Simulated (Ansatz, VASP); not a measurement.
## Two plane-wave programs on RbTe2P3

```
Rb Te P
1.0
     4.45289    0.00000    0.00000
    -2.22645    3.85632    0.00000
     0.00000    0.00000   10.54196
Rb Te P
1 2 3
Direct
  0.00000 0.00000 0.40908
  0.33333 0.66667 0.16885
  0.33333 0.66667 0.68542
  0.66667 0.33333 0.75030
  0.66667 0.33333 0.95531
  0.00000 0.00000 0.03105
```

Change from the starting cell: species swapped into the Dy2In3Cu type (P3m1, No. 156).

Alike in both runs: functional PBE; k mesh 12 × 12 × 4; occupations gaussian, width 0.1 eV; no spin polarisation.

Ansatz relaxed the structure, and its values are those at the end. VASP's run is a single point on that final structure, the one shown.

|  | VASP | Ansatz |
| --- | --- | --- |
| version | VASP 6.6.1 | Ansatz 0.2.0 |
| potentials or method | VASP PAW PBE potentials, release 64 (Rb_sv, Te, P), cutoff 520 eV | scalar-relativistic, plane waves, PAW |
| valence electrons in the cell | 36 | 56 |

Ansatz gave:

| Item | Value |
| --- | --- |
| gap on the k mesh at the Fermi level (eV) | none |
| pressure (GPa) | 0.0 |
| rms of the force components (eV/Å) | 0.001 |

Problem. Estimate VASP's values.

Solution. gap on the k mesh at the Fermi level (eV): none; pressure (GPa): 0.0; rms of the force components (eV/Å): 0.014.

A gap of «none» marks a metal or a gap that the smearing closes. The functional is the same, so the differences come from potentials, cutoffs and numerics. VASP's potentials hold 36 valence electrons a cell and Ansatz's 56, so a difference there can come from the potentials and not from the codes.

Spin-orbit coupling is off throughout.
